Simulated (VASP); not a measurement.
Set up this calculation in VASP 6.6.1, as the native input.

| Property | Result |
| --- | --- |
| Task | single point |
| Functional | PBE |
| Potentials or basis | VASP PAW PBE potentials, release 64 (Al, N) |
| Cutoff | 520 eV |
| k mesh | 6 × 6 × 4 |
| Occupations | gaussian, width 0.1 eV |
| Spin | collinear spin, ferromagnetic start |
| Starting moments | [0.0, 0.0, 0.0, 0.0, 0.0, 0.0, 1.0, 1.0] μB |
| Dipole correction | no |
| Further INCAR settings | ALGO = Normal; EDIFF = 1e-06; NBANDS = 28 |

The structure of Al3N lies in POSCAR:

```
Al3N
1.0
    5.1946198642      0.0000000000      0.0000000000
   -2.5973099322      4.4986727654      0.0000000000
    0.0000000000      0.0000000000      4.6928055763
Al N
6 2
Direct
    0.3115000000      0.3115000000      0.2500000000
    0.0000000000      0.3115000000      0.7500000000
    0.6885000000      0.0000000000      0.2500000000
    0.6885000000      0.6885000000      0.7500000000
    0.0000000000      0.6885000000      0.2500000000
    0.3115000000      0.0000000000      0.7500000000
    0.0000000000      0.0000000000      0.0000000000
    0.0000000000      0.0000000000      0.5000000000
```

One way to write it, as run:

INCAR

```
SYSTEM = Al3N
PREC = Accurate
ENCUT = 520
EDIFF = 1E-6
ISMEAR = 0
SIGMA = 0.1
LREAL = .FALSE.
LASPH = .TRUE.
NELM = 150
ALGO = Normal
ISIF = 2
LWAVE = .FALSE.
LCHARG = .TRUE.
ISPIN = 2
MAGMOM = 0 0 0 0 0 0 1 1
LORBIT = 11
GGA = PE
LELF = .TRUE.
LVHAR = .TRUE.
NBANDS = 28
```

KPOINTS

```
Automatic mesh
0
G
  6 6 4
  0 0 0
```

Potentials or basis: VASP PAW PBE potentials, release 64 (Al, N).

Run with:

```bash
$ cat potpaw_PBE.64/Al/POTCAR potpaw_PBE.64/N/POTCAR > POTCAR
$ mpirun -np 1 vasp_std > vasp.out
```

Results of the run:

* Pressure: 3.5 GPa
* Largest force: 1.020 eV/Å
* Band gap on the k mesh: zero (filled and empty bands overlap)
* Net moment: 0.00 μB per cell
* Valence electrons inside the program's atomic spheres: Al 0.73; N 3.88

Caveat: forces of over 1 eV/Å act on the atoms, so gaps and moduli don't describe the material at rest.

Run time: 50 s on 1 thread of Intel(R) Xeon(R) 6975P-C (Granite Rapids) (shared host), peak memory 0.31 GiB.
